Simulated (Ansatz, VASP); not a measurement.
Two plane-wave programs on ReS

The input POSCAR:

```
ReS
1.0
    2.9755249397      0.0000000000      0.0000000000
    0.0000000000      2.9755249397      0.0000000000
    0.0000000000      0.0000000000      2.9755249397
Re S
1 1
Direct
    0.0000000000      0.0000000000      0.0000000000
    0.5000000000      0.5000000000      0.5000000000
```

The input INCAR.step1:

```
SYSTEM = ReS
ALGO     = Normal         ! electronic algorithm
EDIFF    = 1E-4           ! SCF threshold, eV
ENCUT    = 520            ! plane-wave cutoff, eV
GGA      = PE             ! functional
ISMEAR   = 0              ! smearing method
LASPH    = .True.         ! aspherical terms in the spheres
LCHARG   = .False.        ! write CHGCAR
LREAL    = .False.        ! projectors in reciprocal space
LWAVE    = .True.         ! write WAVECAR
NBANDS   = 14             ! bands
NELM     = 80             ! most SCF steps
PREC     = Accurate       ! precision mode
SIGMA    = 0.1            ! smearing width, eV
```

INCAR.step2

```
SYSTEM = ReS
ALGO     = Normal         ! electronic algorithm
EDIFF    = 1E-6           ! SCF threshold, eV
ENCUT    = 520            ! plane-wave cutoff, eV
ISIF     = 2              ! what is computed and relaxed
ISMEAR   = 0              ! smearing method
ISTART   = 1            
LASPH    = .True.         ! aspherical terms in the spheres
LCHARG   = .False.        ! write CHGCAR
LMIXTAU  = .True.       
LREAL    = .False.        ! projectors in reciprocal space
LWAVE    = .False.        ! write WAVECAR
METAGGA  = R2SCAN         ! meta-GGA
NBANDS   = 14             ! bands
NELM     = 80             ! most SCF steps
PREC     = Accurate       ! precision mode
SIGMA    = 0.1            ! smearing width, eV
```

KPOINTS

```
k-points
0
Gamma
  14 14 14
  0 0 0
```

Input for Ansatz:

```yaml
crystal:
  lattice:
    - [2.9755249397, 0.0, 0.0]
    - [0.0, 2.9755249397, 0.0]
    - [0.0, 0.0, 2.9755249397]
  atoms:
    - { symbol: Re, position: [0.0, 0.0, 0.0] }
    - { symbol: S, position: [0.5, 0.5, 0.5] }
basis:
  ecutwfc: 500
kpoints:
  mp_grid: { grid: [14, 14, 14] }
hamiltonian:
  xc: r2scan
scf:
  occupations: { method: gaussian, width: 0.1 }
  lower_state_search: "off"
output:
  forces: true
  stress: true
  eigenvalues: true
```

Alike in both runs: task single point; functional r2SCAN; k mesh 14 × 14 × 14; occupations gaussian, width 0.1 eV; no spin polarisation.

```csv
,VASP,Ansatz
version,VASP 6.6.1,Ansatz 0.2.0
potentials or method,"VASP PAW PBE potentials, release 64 (Re, S), cutoff 520 eV","scalar-relativistic, plane waves, PAW"
valence electrons in the cell,13,21
```

|  | VASP | Ansatz | Ansatz less VASP |
| --- | --- | --- | --- |
| gap on the k mesh at the Fermi level (eV) | none | none | - |
| pressure (GPa) | -2.8 | -4.0 | -1.17 |

VASP's potentials were made for PBE, not for r2SCAN. A gap of «none» marks a metal or a gap that the smearing closes. VASP's potentials hold 13 valence electrons a cell and Ansatz's 21, so a difference there can come from the potentials and not from the codes.

Neither program's run includes spin-orbit coupling.
